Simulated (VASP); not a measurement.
Runs of VASP 6.6.1 on AlGaN2. The structure is that of space group P-4m2 (No. 115), or close to it. The cells are those of the table. 

| task | potentials or basis | cell | k mesh | cutoff (eV) | smearing | gap on the mesh (eV) | pressure (GPa) | largest force (eV/Å) |
| --- | --- | --- | --- | --- | --- | --- | --- | --- |
| single point | VASP PAW PBE potentials, release 64 (Al, Ga_d, N) | a = 3.264, b = 3.264, c = 4.316 Å, 4 atoms | 8 × 8 × 6 | 520 | gaussian 0.02 eV | 2.98 | -9.9 | 0.11 |
| single point | VASP PAW PBE potentials, release 64 (Al, Ga_d, N) | a = 3.076, b = 3.076, c = 4.514 Å, 4 atoms | 8 × 8 × 6 | 520 | gaussian 0.02 eV | 3.47 | 4.6 | 0.09 |
| single point | VASP PAW PBE potentials, release 64 (Al, Ga_d, N) | a = 2.950, b = 2.950, c = 4.681 Å, 4 atoms | 8 × 8 × 6 | 520 | gaussian 0.02 eV | 3.47 | 15.1 | 0.11 |
| single point | VASP PAW PBE potentials, release 64 (Al, Ga_d, N) | a = 3.264, b = 3.264, c = 4.218 Å, 4 atoms | 8 × 8 × 6 | 520 | gaussian 0.02 eV | (b) | -6.3 | 0.08 |
| single point | VASP PAW PBE potentials, release 64 (Al, Ga_d, N) | a = 3.076, b = 3.076, c = 4.475 Å, 4 atoms | 8 × 8 × 6 | 520 | gaussian 0.02 eV | 3.55 | (c) | 0.04 |
| single point | VASP PAW PBE potentials, release 64 (Al, Ga_d, N) | a = 3.201, b = 3.201, c = 4.369 Å, 4 atoms | 8 × 8 × 6 | 520 | gaussian 0.02 eV | 3.20 | -5.1 | 0.13 |
| relaxation of shape and atoms at fixed volume | VASP PAW PBE potentials, release 64 (Al, Ga_d, N) | relaxed from a = 3.042, b = 3.042, c = 4.284 Å, 4 atoms | 8 × 8 × 6 | 600 | gaussian 0.02 eV | 3.89 | 23.9 | - |
| single point | VASP PAW PBE potentials, release 64 (Al, Ga_d, N_h) | a = 3.141, b = 3.141, c = 4.424 Å, 4 atoms | 6 × 6 × 4 | 910 | gaussian 0.1 eV | 3.36 | -0.2 | - |
| single point | VASP PAW PBE potentials, release 64 (Al, Ga_d, N) | a = 3.013, b = 3.013, c = 4.528 Å, 4 atoms | 8 × 8 × 6 | 520 | gaussian 0.02 eV | (a) | 13.5 | 0.07 |
| single point | VASP PAW PBE potentials, release 64 (Al, Ga_d, N) | a = 3.201, b = 3.201, c = 4.324 Å, 4 atoms | 8 × 8 × 6 | 520 | gaussian 0.02 eV | 3.29 | -3.3 | 0.08 |
| single point | VASP PAW PBE potentials, release 64 (Al, Ga_d, N) | a = 2.950, b = 2.950, c = 4.582 Å, 4 atoms | 8 × 8 × 6 | 520 | gaussian 0.02 eV | 3.55 | 21.4 | 0.10 |

Alike in all rows: level r2SCAN; no spin polarisation.

Q: Fill in the values left out.

A: (a) 3.65; (b) 3.10; (c) 6.6.

Caveats: the PAW data sets were made with another functional, which shifts forces and pressure a little; the cell stands under pressure (at least some runs); the cell stands under tension (at least some runs); the cutoff is under 1.25 times the usual one of these potentials, so pressure, stress and relaxed cells hold a basis-set (Pulay) error (at least some runs).

A k mesh can miss the band edges, and the runs leave out spin-orbit coupling on Ga.
